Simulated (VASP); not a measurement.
Input of a VASP 6.6.1 run:

File POSCAR:

```
RbBr
1.0
    4.1260773000      0.0000000000      0.0000000000
    0.0000000000      4.1260773000      0.0000000000
    0.0000000000      0.0000000000      4.1260773000
Rb Br
1 1
Direct
    0.0000000000      0.0000000000      0.0000000000
    0.5000000000      0.5000000000      0.5000000000
```

The input INCAR.step1:

```
ALGO = Normal ; EDIFF = 1E-5
ENCUT = 520 ; GGA = PE
ISIF = 2 ; ISMEAR = -1
LASPH = T ; LCHARG = F
LREAL = F ; LWAVE = T
NBANDS = 15 ; NELM = 60
PREC = Accurate ; SIGMA = 0.05
```

Contents of INCAR.step2:

```
AEXX = 0.2 ; ALGO = Normal
EDIFF = 1E-7 ; ENCUT = 520
GGA = PE ; HFSCREEN = 0.2
ISIF = 2 ; ISMEAR = -1
ISTART = 1 ; LASPH = T
LCHARG = F ; LHFCALC = T
LREAL = F ; LWAVE = F
NBANDS = 15 ; NELM = 60
PREC = Accurate ; PRECFOCK = Normal
SIGMA = 0.05
```

The input KPOINTS:

```
k-points
0
Gamma
  4 4 4
```

Potentials or basis: VASP PAW PBE potentials, release 64 (Rb_sv, Br).

Run with:

```sh
$ cat potpaw_PBE.64/Rb_sv/POTCAR potpaw_PBE.64/Br/POTCAR > POTCAR
$ cp INCAR.step1 INCAR
$ mpirun -np 1 vasp_std > vasp.out
$ cp INCAR.step2 INCAR
$ mpirun -np 1 vasp_std > vasp.out
```

Predict the band gap on the k mesh.

5.04 eV (least direct gap 5.20 eV).

Estimate the pressure.

0.6 GPa.

Caveat: the PAW data sets were made with another functional, which shifts forces and pressure a little. A k mesh can miss the band edges.
